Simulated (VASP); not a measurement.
# Tl (Pm-3m) in VASP: further runs, part 2 of 2

VASP 6.6.1.

### 5 Single point, LDA (volume scaled by 1.12)

INCAR

```
PREC = Accurate
ENCUT = 520
EDIFF = 1E-6
ISMEAR = -1
SIGMA = 0.1
LREAL = False
LASPH = True
NELM = 80
ALGO = Normal
ISIF = 2
LWAVE = False
LCHARG = False
GGA = CA
NBANDS = 12
```

KPOINTS

```
Automatic mesh
0
Gamma
  12 12 12
```

POSCAR

```
Tl
1.0
    3.2029526799      0.0000000000      0.0000000000
    0.0000000000      3.2029526799      0.0000000000
    0.0000000000      0.0000000000      3.2029526799
Tl
1
Direct
    0.0000000000      0.0000000000      0.0000000000
```

Command:

```
cat potpaw_LDA.64/Tl_d/POTCAR > POTCAR
mpirun -np 1 vasp_std > vasp.out
```

Run time: 6.7 s. Hardware: 1 thread of Intel Xeon Platinum 8488C (Sapphire Rapids), shared host; peak memory 0.14 GiB.

It converged, with:

- Free energy: -2.7765 eV
- Pressure: -2.9 GPa

Levels at points of the mesh, in eV from the Fermi level:
| k point | band 3 | band 4 | band 5 | band 6 | band 7 | band 8 | band 9 | band 10 |
| --- | --- | --- | --- | --- | --- | --- | --- | --- |
| (0.00, 0.00, 0.00) | -11.16 | -11.16 | -11.16 | -9.54 | 6.61 | 6.61 | 6.61 | 9.53 |
| (0.50, 0.00, 0.00) | -11.44 | -11.44 | -11.13 | -6.42 | -2.91 | 9.32 | 9.32 | 11.73 |
| (0.50, 0.50, 0.00) | -11.40 | -11.40 | -10.87 | -3.67 | -0.49 | -0.49 | 4.65 | 12.49 |
| (0.50, 0.50, 0.50) | -11.80 | -10.85 | -10.85 | -0.83 | 1.88 | 1.88 | 1.88 | 7.12 |

Caveat: spin-orbit coupling is left out, which moves the levels of the heavy elements.

### 6 Single point, LDA

INCAR

```
SYSTEM = Tl
PREC = Accurate ; ENCUT = 520
EDIFF = 1E-6 ; ISMEAR = -1
SIGMA = 0.1 ; LREAL = .FALSE.
LASPH = .TRUE. ; NELM = 100
ALGO = Normal ; ISIF = 2
LWAVE = .FALSE. ; LCHARG = .FALSE.
NBANDS = 12
```

KPOINTS

```
regular mesh
0
G
  17 17 17
  0 0 0
```

POSCAR

```
Tl
1.0
    3.0842140762      0.0000000000      0.0000000000
    0.0000000000      3.0842140762      0.0000000000
    0.0000000000      0.0000000000      3.0842140762
Tl
1
Direct
    0.0000000000      0.0000000000      0.0000000000
```

Potentials or basis: VASP PAW LDA potentials, release 64 (Tl_d).

Command:

```
cat potpaw_LDA.64/Tl_d/POTCAR > POTCAR
mpirun -np 1 vasp_std > vasp.out
```

OUTCAR:

```text
SYSTEM = Tl
   PREC = Accurate
   ENCUT = 520
   EDIFF = 1E-6
   ISMEAR = -1
   LREAL = .FALSE.
   LASPH = .TRUE.
   NELM = 100
   ISIF = 2

 ion  position               nearest neighbor table
   1  0.000  0.000  0.000-

  LATTYP: Found a simple cubic cell.
 ALAT       =     3.0842140762

  Lattice vectors:

 A1 = (   3.0842140762,   0.0000000000,   0.0000000000)
 A2 = (   0.0000000000,   3.0842140762,   0.0000000000)
 A3 = (   0.0000000000,   0.0000000000,   3.0842140762)

Analysis of symmetry for initial positions (statically):
=====================================================================
 Subroutine PRICEL returns:
 Original cell was already a primitive cell.

 Routine SETGRP: Setting up the symmetry group for a
 simple cubic supercell.

 Subroutine GETGRP returns: Found 48 space group operations
 (whereof 48 operations were pure point group operations)
 out of a pool of 48 trial point group operations.

The static configuration has the point symmetry O_h .

Analysis of symmetry for dynamics (positions and initial velocities):
=====================================================================
 Subroutine PRICEL returns:
 Original cell was already a primitive cell.

 Routine SETGRP: Setting up the symmetry group for a
 simple cubic supercell.

 Subroutine GETGRP returns: Found 48 space group operations
 (whereof 48 operations were pure point group operations)
 out of a pool of 48 trial point group operations.

The dynamic configuration has the point symmetry O_h .

 Subroutine INISYM returns: Found 48 space group operations
 (whereof 48 operations are pure point group operations),
 and found     1 'primitive' translations

----------------------------------------------------------------------------------------

                                     Primitive cell

  volume of cell :      29.3382

  direct lattice vectors                    reciprocal lattice vectors
     3.084214076  0.000000000  0.000000000     0.324231709  0.000000000  0.000000000
     0.000000000  3.084214076  0.000000000     0.000000000  0.324231709  0.000000000
     0.000000000  0.000000000  3.084214076     0.000000000  0.000000000  0.324231709

  length of vectors
     3.084214076  3.084214076  3.084214076     0.324231709  0.324231709  0.324231709

  position of ions in fractional coordinates (direct lattice)
     0.000000000  0.000000000  0.000000000

  ion indices of the primitive-cell ions
   primitive index   ion index
                 1           1

----------------------------------------------------------------------------------------

 KPOINTS: regular mesh

Automatic generation of k-mesh.
 Grid dimensions read from file:
 generate k-points for:   17   17   17

 Generating k-lattice:

  Cartesian coordinates                     Fractional coordinates (reciprocal lattice)
     0.019072453  0.000000000  0.000000000     0.058823529  0.000000000  0.000000000
     0.000000000  0.019072453  0.000000000     0.000000000  0.058823529  0.000000000
     0.000000000  0.000000000  0.019072453     0.000000000  0.000000000  0.058823529

  Length of vectors
     0.019072453  0.019072453  0.019072453

  Shift w.r.t. Gamma in fractional coordinates (k-lattice)
     0.000000000  0.000000000  0.000000000

 Subroutine IBZKPT returns following result:
 ===========================================

 Found    165 irreducible k-points:

 Following reciprocal coordinates:
            Coordinates               Weight
  0.000000  0.000000  0.000000      1.000000
  0.058824  0.000000  0.000000      6.000000
  0.117647  0.000000  0.000000      6.000000
  0.176471  0.000000  0.000000      6.000000
  0.235294  0.000000  0.000000      6.000000
  0.294118  0.000000  0.000000      6.000000
[... 16 lines left out ...]
  0.411765  0.117647  0.000000     24.000000
  0.470588  0.117647  0.000000     24.000000
 [... further k-points ...]
   k-points           NKPTS =    165   k-points in BZ     NKDIM =    165   number of bands    NBANDS=     12
   number of dos      NEDOS =    301   number of ions     NIONS =      1
   total plane-waves  NPLWV =  13824
   dimension x,y,z NGX =    24 NGY =   24 NGZ =   24
   dimension x,y,z NGXF=    48 NGYF=   48 NGZF=   48
   ions per type =               1
   NGX,Y,Z   is equivalent  to a cutoff of  12.94, 12.94, 12.94 a.u.
   NGXF,Y,Z  is equivalent  to a cutoff of  25.87, 25.87, 25.87 a.u.
 SYSTEM =  Tl
   PREC   = accura    normal or accurate (medium, high low for compatibility)
   ISTART =      0    job   : 0-new  1-cont  2-samecut
   ICHARG =      2    charge: 1-file 2-atom 10-const
   ISPIN  =      1    spin polarized calculation?
   LNONCOLLINEAR =      F non collinear calculations
   LSORBIT =      F    spin-orbit coupling
   LASPH  =      T    aspherical Exc in radial PAW
   ENCUT  =  520.0 eV  38.22 Ry    6.18 a.u.   5.73  5.73  5.73*2*pi/ulx,y,z
   NELM   =    100;   NELMIN=  2; NELMDL= -5     # of ELM steps
   EDIFF  = 0.1E-05   stopping-criterion for ELM
   LREAL  =      F    real-space projection
   EDIFFG = 0.1E-04   stopping-criterion for IOM
   NSW    =      0    number of steps for IOM
   IBRION =     -1    ionic relax: 0-MD 1-quasi-New 2-CG
   NFREE  =      0    steps in history (QN), initial steepest desc. (CG)
   ISIF   =      2    stress and relaxation
   ISYM   =      2    0-nonsym 1-usesym 2-fastsym
   POTIM  = 0.5000    time-step for ionic-motion
   TEBEG  =    0.0;   TEEND  =   0.0 temperature during run
   PSTRESS=    0.0 pullay stress
   NELECT =      13.0000    total number of electrons
   NUPDOWN=      -1.0000    fix difference up-down
   EMIN   =  10.00;   EMAX   =-10.00  energy-range for DOS
   EFERMI =   0.00;   METHOD = LEGACY
   ISMEAR =    -1;   SIGMA  =   0.10  broadening in eV -4-tet -1-fermi 0-gaus
   EFERMI_NEDOS =   21; number of points for ismear=-14 and -15
   IALGO  =     38    algorithm
   IMIX   =      4    mixing-type and parameters
     AMIX     =   0.40;   BMIX     =  1.00
     AMIX_MAG =   1.60;   BMIX_MAG =  1.00
  volume/ion in A,a.u.               =      29.34       197.98
  Fermi-wavevector in a.u.,A,eV,Ry     =   1.248087  2.358542 21.194074  1.557720
  Thomas-Fermi vector in A             =   2.382189
   LORBIT       =      0    0 simple, 1 ext, 2 COOP (PROOUT), +10 PAW based schemes
   GGA     = CA    functional components
   LHFCALC =     F    Hartree Fock is set to
   AEXX    =    0.0000 exact exchange contribution
   IVDW    =     0    specifies the selected vdW correction
   LEPSILON=     F    determine dielectric tensor
   LRPA    =     F    only Hartree local field effects (RPA)
 non-spin polarized calculation
  energy-cutoff  :      520.00
  volume of cell :       29.34
 maximum number of plane-waves:       808
 NGX is ok and might be reduce to    24
   NGX = 11   NGY = 11   NGZ = 11

 number of electron      12.9999997 magnetization

 Free energy of the ion-electron system (eV)
  ---------------------------------------------------
  ext. energy  EPLUGINS =         0.00000000
  ---------------------------------------------------
  free energy    TOTEN  =        -2.81362578 eV

  energy without entropy =       -2.79820011  energy(sigma->0) =       -2.80591295

 E-fermi :   6.0669     XC(G=0): -10.2857

 val. band max:        6.0184236193   @ k =   0.3529   0.1765   0.1765
 cond. band min:       6.0716358183   @ k =   0.4706   0.4706   0.1765
 fundamental gap:      0.0532121990
 Fermi energy:         6.0668964753

 k-point     1 :       0.0000    0.0000    0.0000
  band No.  band energies     occupation
      1      -6.3578      2.00000
      2      -6.3578      2.00000
      3      -5.0732      2.00000
      4      -5.0732      2.00000
      5      -5.0732      2.00000
      6      -4.1584      2.00000
      7      13.2080      0.00000
      8      13.2080      0.00000
      9      13.2080      0.00000
     10      16.5532      0.00000
     11      18.1009      0.00000
     12      18.1009      0.00000
[... 331 lines left out ...]
 k-point    24 :       0.4706    0.1176    0.0000
  band No.  band energies     occupation
      1      -6.1948      2.00000
      2      -5.6291      2.00000
      3      -5.5300      2.00000
      4      -5.4356      2.00000
      5      -5.0885      2.00000
      6      -0.3086      2.00000
      7       3.1032      2.00000
      8      14.1427      0.00000
      9      16.6449      0.00000
     10      16.7097      0.00000
     11      18.4276      0.00000
     12      21.6647      0.00000

 [... further k-points ...]

------------------------ aborting loop because EDIFF is reached ----------------------------------------

  FORCE on cell =-STRESS in cart. coord.  units (eV):
  Direction    XX          YY          ZZ          XY          YZ          ZX
  --------------------------------------------------------------------------------------
  -------------------------------------------------------------------------------------
  Total        0.0409207      0.0409207      0.0409207     -0.0000000     -0.0000000      0.0000000
  in kB        2.2347044      2.2347044      2.2347044     -0.0000000     -0.0000000      0.0000000
  external PRESSURE =       2.2347044 kB  Pullay stress =       0.0000000 kB

 VOLUME and BASIS-vectors are now :
 -----------------------------------------------------------------------------
  energy-cutoff  :      520.00
  volume of cell :       29.34
      direct lattice vectors                 reciprocal lattice vectors
     3.084214076  0.000000000  0.000000000     0.324231709  0.000000000  0.000000000
     0.000000000  3.084214076  0.000000000     0.000000000  0.324231709  0.000000000
     0.000000000  0.000000000  3.084214076     0.000000000  0.000000000  0.324231709

 POSITION                                       TOTAL-FORCE (eV/Angst)
 -----------------------------------------------------------------------------------
      0.00000      0.00000      0.00000         0.000000      0.000000      0.000000
 -----------------------------------------------------------------------------------
    total drift:                                0.000000     -0.000000      0.000000

  FREE ENERGIE OF THE ION-ELECTRON SYSTEM (eV)
  ---------------------------------------------------
  free  energy   TOTEN  =        -2.8136257762 eV

  energy  without entropy=       -2.7982001144  energy(sigma->0) =       -2.80591295
```

OSZICAR:

```text
N       E                     dE             d eps       ncg     rms          rms(c)
DAV:   1     0.505550339341E+02    0.50555E+02   -0.67424E+03  4240   0.938E+02
DAV:   2    -0.219532373905E+01   -0.52750E+02   -0.51670E+02  4532   0.213E+02
DAV:   3    -0.284795429291E+01   -0.65263E+00   -0.65193E+00  4676   0.213E+01
DAV:   4    -0.285137355075E+01   -0.34193E-02   -0.34191E-02  4508   0.176E+00
DAV:   5    -0.285141890587E+01   -0.45355E-04   -0.45354E-04  4712   0.198E-01    0.275E+00
DAV:   6    -0.281983458928E+01    0.31584E-01   -0.52114E-02  4404   0.214E+00    0.189E+00
DAV:   7    -0.281412377893E+01    0.57108E-02   -0.16862E-02  4528   0.120E+00    0.714E-01
DAV:   8    -0.281362455575E+01    0.49922E-03   -0.93109E-04  4504   0.296E-01    0.367E-02
DAV:   9    -0.281362563286E+01   -0.10771E-05   -0.48258E-06  4588   0.230E-02    0.572E-03
DAV:  10    -0.281362577619E+01   -0.14333E-06   -0.34732E-07  2972   0.572E-03
   1 F= -.28136258E+01 E0= -.28059129E+01  d E =-.154257E-01
```

stdout:

```text
POSCAR found type information on POSCAR Tl
 POSCAR found :  1 types and       1 ions
 scaLAPACK will be used
 LDA part: xc-table for (Slater(with rela. corr.)+CA(PZ))
 , standard interpolation
 POSCAR, INCAR and KPOINTS ok, starting setup
 FFT: planning ... GRIDC
 FFT: planning ... GRID_SOFT
 FFT: planning ... GRID
 WAVECAR not read
 entering main loop
```

It took 13 s on 1 thread of Intel Xeon Platinum 8488C (Sapphire Rapids), shared host; peak memory 0.16 GiB.

Results:

```yaml
Free_energy: -2.8136 eV
Pressure: 0.2 GPa
```

Caveat: spin-orbit coupling is left out, which moves the levels of the heavy elements.

### 7 Summary

| cell | k mesh | gap on the mesh (eV) | pressure (GPa) |
| --- | --- | --- | --- |
| a = 3.084 Å, 1 atom | 12 × 12 × 12 | none | 0.2 |
| a = 3.125 Å, 1 atom | 12 × 12 × 12 | none | -1.1 |
| a = 3.164 Å, 1 atom | 12 × 12 × 12 | none | -2.1 |
| a = 3.203 Å, 1 atom | 12 × 12 × 12 | none | -2.9 |
| a = 3.084 Å, 1 atom | 17 × 17 × 17 | none | 0.2 |

Alike in all rows: task single point; level LDA; potentials or basis VASP PAW LDA potentials, release 64 (Tl_d); no spin polarisation; cutoff (eV) 520; smearing fermi-dirac 0.1 eV.

Caveats: spin-orbit coupling is left out, which moves the levels of the heavy elements.

Total energies depend on the potentials used, so only differences within one code and one set of settings carry meaning.
